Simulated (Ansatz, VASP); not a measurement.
**One calculation of MgBiF4, two programs**

```
Bi Mg F
1.0
     3.66855    0.00000    0.00000
     0.00000    3.66855    0.00000
     0.00000    0.00000    6.45852
Bi Mg F
1 1 4
Direct
  0.00000 0.00000 0.00000
  0.50000 0.50000 0.50000
  0.50000 0.00000 0.50000
  0.00000 0.50000 0.50000
  0.50000 0.50000 0.21000
  0.50000 0.50000 0.79000
```

Alike in both runs: task single point; functional PBE; k mesh 5 × 5 × 3; occupations fermi-dirac, width 0.025 eV; collinear spin.

|  | VASP | Ansatz |
| --- | --- | --- |
| version | VASP 6.6.1 | Ansatz 0.2.0 |
| potentials or method | VASP PAW PBE potentials, release 64 (Bi_d, Mg, F), cutoff 520 eV | PAW plane waves |
| valence electrons in the cell | 45 | 53 |

```csv
,VASP,Ansatz,Ansatz less VASP
gap on the k mesh at the Fermi level (eV),none,none,-
pressure (GPa),4.9,5.2,+0.37
"traceless stress, the component that is largest in VASP (GPa)",1.14,1.13,-0.008
rms of the force components (eV/Å),0.929,0.933,+0.0041
net moment per atom (μB),0.00,0.00,0.000
```

Atom by atom the forces differ by 0.004 eV/Å (rms over components). A gap of «none» marks a metal or a gap that the smearing closes. VASP's potentials hold 45 valence electrons a cell and Ansatz's 53, so a difference there can come from the potentials and not from the codes. Ansatz's warnings: no starting moments.

Spin-orbit coupling is off throughout.
